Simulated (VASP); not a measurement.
Runs of VASP 6.6.1 on I. The structure is that of space group Pm-3m (No. 221), or close to it. The cells are those of the table. 

```csv
task,cell,cutoff (eV),gap on the mesh (eV),pressure (GPa)
single point,"a = 2.619 Å, 1 atom",520,none,127.4
single point,"a = 2.893 Å, 1 atom",520,none,49.1
single point,"a = 3.470 Å, 1 atom",520,none,0.0
single point,"a = 2.754 Å, 1 atom",520,none,80.6
single point,"a = 3.051 Å, 1 atom",520,none,(b)
relaxation of cell and atoms,"relaxed from a = 3.324 Å, 1 atom",600,none,0.0
single point,"a = 3.194 Å, 1 atom",520,none,10.6
single point,"a = 3.325 Å, 1 atom",520,none,(a)
```

Alike in all rows: level PBE; potentials or basis VASP PAW PBE potentials, release 64 (I); no spin polarisation; k mesh 11 × 11 × 11; smearing fermi-dirac 0.1 eV.

Estimate the missing entries.

(a) 3.9; (b) 23.6.

Caveats: spin-orbit coupling is left out, which moves the levels of the heavy elements; an odd number of electrons without spin polarisation forces a metal; a magnetic or distorted state may lie lower; the cell stands under pressure (at least some runs).

A k mesh can miss the band edges, and the runs leave out spin-orbit coupling on I.

A gap of «none» marks levels without a gap at the run's occupations.
